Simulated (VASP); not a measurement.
# CdTe (F-43m) in VASP: a series of runs

The runs below take CdTe through single point, relaxation of cell and atoms, with PBE.

Everything below comes from runs of VASP 6.6.1. Logs are shortened: lines on timing, memory, paths and dates and some standing lists are left out, and cuts for length are marked.

## Step 1: The cell of the first run

Symmetry: F-43m, No. 216, cubic system. The conventional cell has a = 6.564 Å, b = 6.564 Å, c = 6.564 Å, α = 90.00°, β = 90.00°, γ = 90.00°. Cd (site symmetry -43m) has 4 Te at 2.84 Å within 3.7 Å. Within 3.7 Å of Te (site symmetry -43m) lie 4 Cd at 2.84 Å.

## Step 2: Single point, PBE

The input, INCAR:

```
SYSTEM = CdTe
ALGO     = Normal         ! electronic algorithm
EDIFF    = 1E-6           ! SCF threshold, eV
ENCUT    = 520            ! plane-wave cutoff, eV
GGA      = PE             ! functional
ISIF     = 2              ! what is computed and relaxed
ISMEAR   = 0              ! smearing method
LASPH    = .True.         ! aspherical terms in the spheres
LCHARG   = .False.        ! write CHGCAR
LREAL    = .False.        ! projectors in reciprocal space
LWAVE    = .False.        ! write WAVECAR
NBANDS   = 16             ! bands
NELM     = 60             ! most SCF steps
PREC     = Accurate       ! precision mode
SIGMA    = 0.1            ! smearing width, eV
```

The input, KPOINTS:

```
k-points
0
Gamma
  6 6 6
  0 0 0
```

The input, POSCAR:

```
CdTe
1.0
    0.0000000000      3.2821135562      3.2821135562
    3.2821135562      0.0000000000      3.2821135562
    3.2821135562      3.2821135562      0.0000000000
Cd Te
1 1
Direct
    0.0000000000      0.0000000000      0.0000000000
    0.2500000000      0.2500000000      0.2500000000
```

Potentials or basis: VASP PAW PBE potentials, release 64 (Cd, Te).

The run is started by

```
cat potpaw_PBE.64/Cd/POTCAR potpaw_PBE.64/Te/POTCAR > POTCAR
mpirun -np 1 vasp_std > vasp.out
```

OUTCAR:

```text
SYSTEM = CdTe
   EDIFF = 1E-6
   ENCUT = 520
   GGA = PE
   ISIF = 2
   ISMEAR = 0
   LASPH = .True.
   LREAL = .False.
   NELM = 60
   PREC = Accurate

 ion  position               nearest neighbor table
   1  0.000  0.000  0.000-   2 2.84   2 2.84   2 2.84   2 2.84
   2  0.250  0.250  0.250-   1 2.84   1 2.84   1 2.84   1 2.84

  LATTYP: Found a face centered cubic cell.
 ALAT       =     6.5642271124

  Lattice vectors:

 A1 = (   0.0000000000,   3.2821135562,   3.2821135562)
 A2 = (   3.2821135562,   0.0000000000,   3.2821135562)
 A3 = (   3.2821135562,   3.2821135562,   0.0000000000)

Analysis of symmetry for initial positions (statically):
=====================================================================
 Subroutine PRICEL returns:
 Original cell was already a primitive cell.

 Routine SETGRP: Setting up the symmetry group for a
 face centered cubic supercell.

 Subroutine GETGRP returns: Found 24 space group operations
 (whereof 24 operations were pure point group operations)
 out of a pool of 48 trial point group operations.

The static configuration has the point symmetry T_d .

Analysis of symmetry for dynamics (positions and initial velocities):
=====================================================================
 Subroutine PRICEL returns:
 Original cell was already a primitive cell.

 Routine SETGRP: Setting up the symmetry group for a
 face centered cubic supercell.

 Subroutine GETGRP returns: Found 24 space group operations
 (whereof 24 operations were pure point group operations)
 out of a pool of 48 trial point group operations.

The dynamic configuration has the point symmetry T_d .

 Subroutine INISYM returns: Found 24 space group operations
 (whereof 24 operations are pure point group operations),
 and found     1 'primitive' translations

----------------------------------------------------------------------------------------

                                     Primitive cell

  volume of cell :      70.7116

  direct lattice vectors                    reciprocal lattice vectors
     0.000000000  3.282113556  3.282113556    -0.152340859  0.152340859  0.152340859
     3.282113556  0.000000000  3.282113556     0.152340859 -0.152340859  0.152340859
     3.282113556  3.282113556  0.000000000     0.152340859  0.152340859 -0.152340859

  length of vectors
     4.641609504  4.641609504  4.641609504     0.263862109  0.263862109  0.263862109

[... 70 lines left out ...]
   NELM   =     60;   NELMIN=  2; NELMDL= -5     # of ELM steps
   EDIFF  = 0.1E-05   stopping-criterion for ELM
   LREAL  =      F    real-space projection
   EDIFFG = 0.1E-04   stopping-criterion for IOM
   NSW    =      0    number of steps for IOM
   IBRION =     -1    ionic relax: 0-MD 1-quasi-New 2-CG
   NFREE  =      0    steps in history (QN), initial steepest desc. (CG)
   ISIF   =      2    stress and relaxation
   ISYM   =      2    0-nonsym 1-usesym 2-fastsym
   POTIM  = 0.5000    time-step for ionic-motion
   TEBEG  =    0.0;   TEEND  =   0.0 temperature during run
   PSTRESS=    0.0 pullay stress
   NELECT =      18.0000    total number of electrons
   NUPDOWN=      -1.0000    fix difference up-down
   EMIN   =  10.00;   EMAX   =-10.00  energy-range for DOS
   EFERMI =   0.00;   METHOD = LEGACY
   ISMEAR =     0;   SIGMA  =   0.10  broadening in eV -4-tet -1-fermi 0-gaus
   EFERMI_NEDOS =   21; number of points for ismear=-14 and -15
   IALGO  =     38    algorithm
   IMIX   =      4    mixing-type and parameters
     AMIX     =   0.40;   BMIX     =  1.00
     AMIX_MAG =   1.60;   BMIX_MAG =  1.00
  volume/ion in A,a.u.               =      35.36       238.59
  Fermi-wavevector in a.u.,A,eV,Ry     =   1.037533  1.960654 14.646338  1.076475
  Thomas-Fermi vector in A             =   2.171976
   LORBIT       =      0    0 simple, 1 ext, 2 COOP (PROOUT), +10 PAW based schemes
   GGA     = PE    functional components
   LHFCALC =     F    Hartree Fock is set to
   AEXX    =    0.0000 exact exchange contribution
   IVDW    =     0    specifies the selected vdW correction
   LEPSILON=     F    determine dielectric tensor
   LRPA    =     F    only Hartree local field effects (RPA)
 non-spin polarized calculation
 Gauss-broadening in eV      SIGMA  =   0.10
  energy-cutoff  :      520.00
  volume of cell :       70.71
 maximum number of plane-waves:      1932
 NGX is ok and might be reduce to    36
   NGX = 17   NGY = 17   NGZ = 17

 number of electron      18.0000006 magnetization

 Free energy of the ion-electron system (eV)
  ---------------------------------------------------
  ext. energy  EPLUGINS =         0.00000000
  ---------------------------------------------------
  free energy    TOTEN  =        -4.80075941 eV

  energy without entropy =       -4.80075939  energy(sigma->0) =       -4.80075940

 E-fermi :   2.3446     XC(G=0):  -8.4145

 val. band max:        2.0095281458   @ k =   0.0000   0.0000   0.0000
 cond. band min:       2.6636251095   @ k =   0.0000   0.0000   0.0000
 fundamental gap:      0.6540969637
 Fermi energy:         2.3446457246

 k-point     1 :       0.0000    0.0000    0.0000
  band No.  band energies     occupation
      1      -8.9514      2.00000
      2      -6.1556      2.00000
      3      -6.1556      2.00000
      4      -6.1556      2.00000
      5      -5.9227      2.00000
      6      -5.9227      2.00000
[... 281 lines left out ...]
      3      -6.0366      2.00000
      4      -5.9642      2.00000
      5      -5.9107      2.00000
      6      -5.4197      2.00000
[... 8 lines left out ...]
     15      12.9191      0.00000
     16      13.2466      0.00000

------------------------ aborting loop because EDIFF is reached ----------------------------------------

  FORCE on cell =-STRESS in cart. coord.  units (eV):
  Direction    XX          YY          ZZ          XY          YZ          ZX
  --------------------------------------------------------------------------------------
  -------------------------------------------------------------------------------------
  Total        0.4654043      0.4654043      0.4654043      0.0000000      0.0000000      0.0000000
  in kB       10.5450871     10.5450871     10.5450871      0.0000000      0.0000000      0.0000000
  external PRESSURE =      10.5450871 kB  Pullay stress =       0.0000000 kB

 VOLUME and BASIS-vectors are now :
 -----------------------------------------------------------------------------
  energy-cutoff  :      520.00
  volume of cell :       70.71
      direct lattice vectors                 reciprocal lattice vectors
     0.000000000  3.282113556  3.282113556    -0.152340859  0.152340859  0.152340859
     3.282113556  0.000000000  3.282113556     0.152340859 -0.152340859  0.152340859
     3.282113556  3.282113556  0.000000000     0.152340859  0.152340859 -0.152340859

 POSITION                                       TOTAL-FORCE (eV/Angst)
 -----------------------------------------------------------------------------------
      0.00000      0.00000      0.00000         0.000000      0.000000      0.000000
      1.64106      1.64106      1.64106        -0.000000     -0.000000     -0.000000
 -----------------------------------------------------------------------------------
    total drift:                               -0.000000     -0.000000     -0.000000

  FREE ENERGIE OF THE ION-ELECTRON SYSTEM (eV)
  ---------------------------------------------------
  free  energy   TOTEN  =        -4.8007594089 eV

  energy  without entropy=       -4.8007593885  energy(sigma->0) =       -4.80075940
```

OSZICAR:

```text
N       E                     dE             d eps       ncg     rms          rms(c)
DAV:   1     0.100368269075E+03    0.10037E+03   -0.82003E+03   512   0.972E+02
DAV:   2    -0.146300683792E+01   -0.10183E+03   -0.97310E+02   608   0.237E+02
DAV:   3    -0.500228795660E+01   -0.35393E+01   -0.35346E+01   640   0.462E+01
DAV:   4    -0.503440552512E+01   -0.32118E-01   -0.32117E-01   744   0.383E+00
DAV:   5    -0.503448306043E+01   -0.77535E-04   -0.77535E-04   696   0.179E-01    0.518E+00
DAV:   6    -0.481478340112E+01    0.21970E+00   -0.37345E-01   600   0.712E+00    0.429E+00
DAV:   7    -0.479934259902E+01    0.15441E-01   -0.10339E-01   576   0.207E+00    0.167E+00
DAV:   8    -0.480031862871E+01   -0.97603E-03   -0.10321E-02   576   0.114E+00    0.451E-01
DAV:   9    -0.480065955369E+01   -0.34092E-03   -0.95959E-04   592   0.316E-01    0.102E-01
DAV:  10    -0.480071930615E+01   -0.59752E-04   -0.11066E-04   648   0.100E-01    0.549E-02
DAV:  11    -0.480076029074E+01   -0.40985E-04   -0.81262E-05   592   0.554E-02    0.374E-02
DAV:  12    -0.480075940886E+01    0.88188E-06   -0.30921E-06   624   0.134E-02
   1 F= -.48007594E+01 E0= -.48007594E+01  d E =-.203511E-07
```

Wall time 48 s (1 thread of AMD EPYC 7R13, shared host); peak memory 0.18 GiB.

What came out:

- Free energy: -4.8008 eV
- Pressure: 1.1 GPa
- Band gap on the k mesh: 0.65 eV, direct

Levels at points of the mesh, in eV from the valence-band top:
```
           k point  band 5  band 6  band 7  band 8  band 9  band 10  band 11  band 12  band 13  band 14
(0.00, 0.00, 0.00)   -7.93   -7.93    0.00    0.00    0.00     0.65     4.62     4.62     4.62     7.41
(0.50, 0.00, 0.00)   -7.92   -7.61   -4.21   -0.72   -0.72     1.78     5.20     5.20     7.04     8.52
(0.50, 0.50, 0.00)   -7.90   -7.48   -4.13   -1.74   -1.74     2.67     2.69     8.64     8.94     8.94
```

Caveat: spin-orbit coupling is left out, which moves the levels of the heavy elements. A hybrid or GW would open this gap; PBE tends to underestimate it.

## Step 3: Single point, PBE

This run uses another cell than the first one, of 36.27 Å³/atom, 1.026 times its volume.

The input, INCAR:

```
ALGO = Normal
EDIFF = 1E-6
ENCUT = 520
GGA = PE
ISIF = 2
ISMEAR = 0
LASPH = T
LCHARG = F
LREAL = F
LWAVE = F
NBANDS = 16
NELM = 100
PREC = Accurate
SIGMA = 0.02
```

The input, KPOINTS:

```
k-points
0
Gamma
  6 6 6
```

The input, POSCAR:

```
CdTe
1.0
    0.0000000000      3.3100202335      3.3100202335
    3.3100202335      0.0000000000      3.3100202335
    3.3100202335      3.3100202335      0.0000000000
Cd Te
1 1
Direct
    0.0000000000      0.0000000000      0.0000000000
    0.2500000000      0.2500000000      0.2500000000
```

Potentials or basis: VASP PAW PBE potentials, release 64 (Cd, Te).

The run is started by

```
cat potpaw_PBE.64/Cd/POTCAR potpaw_PBE.64/Te/POTCAR > POTCAR
mpirun -np 1 vasp_std > vasp.out
```

It took 51 s on 1 thread of AMD EPYC 7R13, shared host; peak memory 0.18 GiB.

It converged, with:

```
Free energy            : -4.8071 eV
Pressure               : 0.1 GPa
Band gap on the k mesh : 0.58 eV, direct
```

Levels at points of the mesh, in eV from the valence-band top:
| k point | band 5 | band 6 | band 7 | band 8 | band 9 | band 10 | band 11 | band 12 | band 13 | band 14 |
| --- | --- | --- | --- | --- | --- | --- | --- | --- | --- | --- |
| (0.00, 0.00, 0.00) | -7.88 | -7.88 | 0.00 | 0.00 | 0.00 | 0.58 | 4.64 | 4.64 | 4.64 | 7.37 |
| (0.50, 0.00, 0.00) | -7.87 | -7.57 | -4.08 | -0.69 | -0.69 | 1.75 | 5.21 | 5.21 | 7.01 | 8.43 |
| (0.50, 0.50, 0.00) | -7.85 | -7.45 | -4.01 | -1.66 | -1.66 | 2.67 | 2.74 | 8.51 | 8.81 | 8.81 |

Caveat: spin-orbit coupling is left out, which moves the levels of the heavy elements. A hybrid or GW would open this gap; PBE tends to underestimate it.

## Step 4: Single point, PBE

This run uses another cell than the first one, of 36.27 Å³/atom, 1.026 times its volume.

The input, INCAR:

```
  ALGO = Normal
  EDIFF = 1E-6
  ENCUT = 520
  GGA = PE
  ISIF = 2
  ISMEAR = 0
  LASPH = T
  LCHARG = T
  LELF = T
  LREAL = F
  LVHAR = T
  LWAVE = F
  NBANDS = 16
  NELM = 100
  PREC = Accurate
  SIGMA = 0.02
```

The input, KPOINTS:

```
k-points
0
Gamma
  8 8 8
```

POSCAR is that of step 3.

The run is started by

```
cat potpaw_PBE.64/Cd/POTCAR potpaw_PBE.64/Te/POTCAR > POTCAR
mpirun -np 1 vasp_std > vasp.out
```

Run time: 80 s. Hardware: 1 thread of AMD EPYC 7R13, shared host; peak memory 0.19 GiB.

Results (log left out):

```
Free energy            : -4.8121 eV
Pressure               : 0.1 GPa
Band gap on the k mesh : 0.58 eV, direct
```

Levels at points of the mesh, in eV from the valence-band top:
| k point | band 5 | band 6 | band 7 | band 8 | band 9 | band 10 | band 11 | band 12 | band 13 | band 14 |
| --- | --- | --- | --- | --- | --- | --- | --- | --- | --- | --- |
| (0.00, 0.00, 0.00) | -7.87 | -7.87 | 0.00 | 0.00 | 0.00 | 0.58 | 4.64 | 4.64 | 4.64 | 7.37 |
| (0.50, 0.00, 0.00) | -7.86 | -7.57 | -4.08 | -0.69 | -0.69 | 1.75 | 5.21 | 5.21 | 7.01 | 8.43 |
| (0.50, 0.50, 0.00) | -7.85 | -7.45 | -4.01 | -1.66 | -1.66 | 2.67 | 2.74 | 8.51 | 8.81 | 8.81 |

Caveat: spin-orbit coupling is left out, which moves the levels of the heavy elements.

## Step 5: Relaxation of cell and atoms, PBE

This run uses another cell than the first one, of 36.27 Å³/atom, 1.026 times its volume.

The input, INCAR:

```
SYSTEM = CdTe
PREC = Accurate
ENCUT = 600
EDIFF = 1E-6
ISMEAR = 0
SIGMA = 0.02
LREAL = .False.
LASPH = .True.
NELM = 100
ALGO = Normal
ISIF = 3
LWAVE = .False.
LCHARG = .False.
GGA = PE
IBRION = 2
NSW = 100
EDIFFG = -0.005
```

The input, KPOINTS:

```
regular mesh
0
Gamma
  8 8 8
  0 0 0
```

POSCAR is that of step 4.

The run is started by

```
cat potpaw_PBE.64/Cd/POTCAR potpaw_PBE.64/Te/POTCAR > POTCAR
mpirun -np 1 vasp_std > vasp.out
```

Run time: 1.8 min. Hardware: 1 thread of AMD EPYC 7R13, shared host; peak memory 0.23 GiB.

The run converged. Its results:

```yaml
Free_energy: -4.8118 eV
Relaxed_volume: 36.32 Å³/atom
Relaxed_cell: a = 4.683 Å, b = 4.683 Å, c = 4.683 Å, α = 60.00°, β = 60.00°, γ = 60.00°
Space_group_after_relaxing_to_0.05_Å: F-43m (No. 216)
Energy_gained_by_relaxing: 0.0 meV/atom
Ionic_steps: 2
Pressure_after_relaxing: 0.0 GPa
Band_gap_on_the_k_mesh: 0.58 eV, direct
```

Final structure:
```yaml
crystal:
  lattice:
    - [0.00000, 3.31164, 3.31164]
    - [3.31164, 0.00000, 3.31164]
    - [3.31164, 3.31164, 0.00000]
  atoms:
    - { symbol: Cd, position: [0.00000, 0.00000, 0.00000] }
    - { symbol: Te, position: [0.25000, 0.25000, 0.25000] }
```

Levels at points of the mesh, in eV from the valence-band top:
| k point | band 5 | band 6 | band 7 | band 8 | band 9 | band 10 | band 11 | band 12 | band 13 |
| --- | --- | --- | --- | --- | --- | --- | --- | --- | --- |
| (0.00, 0.00, 0.00) | -7.87 | -7.87 | 0.00 | 0.00 | 0.00 | 0.58 | 4.64 | 4.64 | 4.64 |
| (0.50, 0.00, 0.00) | -7.86 | -7.57 | -4.07 | -0.68 | -0.68 | 1.75 | 5.21 | 5.21 | 7.01 |
| (0.50, 0.50, 0.00) | -7.84 | -7.45 | -4.00 | -1.65 | -1.65 | 2.67 | 2.75 | 8.50 | 8.80 |

Caveat: spin-orbit coupling is left out, which moves the levels of the heavy elements.

## Step 6: Summary

| task | cell | k mesh | cutoff (eV) | smearing | gap on the mesh (eV) | pressure (GPa) |
| --- | --- | --- | --- | --- | --- | --- |
| single point | a = 4.642 Å, angles 60.0°, 2 atoms | 6 × 6 × 6 | 520 | gaussian 0.1 eV | 0.65 | 1.1 |
| single point | a = 4.681 Å, angles 60.0°, 2 atoms | 6 × 6 × 6 | 520 | gaussian 0.02 eV | 0.58 | 0.1 |
| single point | a = 4.681 Å, angles 60.0°, 2 atoms | 8 × 8 × 8 | 520 | gaussian 0.02 eV | 0.58 | 0.1 |
| relaxation of cell and atoms | relaxed from a = 4.681 Å, angles 60.0°, 2 atoms | 8 × 8 × 8 | 600 | gaussian 0.02 eV | 0.58 | 0.0 |

Alike in all rows: level PBE; potentials or basis VASP PAW PBE potentials, release 64 (Cd, Te); no spin polarisation.

Caveats: spin-orbit coupling is left out, which moves the levels of the heavy elements.

Absolute energies hang on the potentials; compare differences alone.
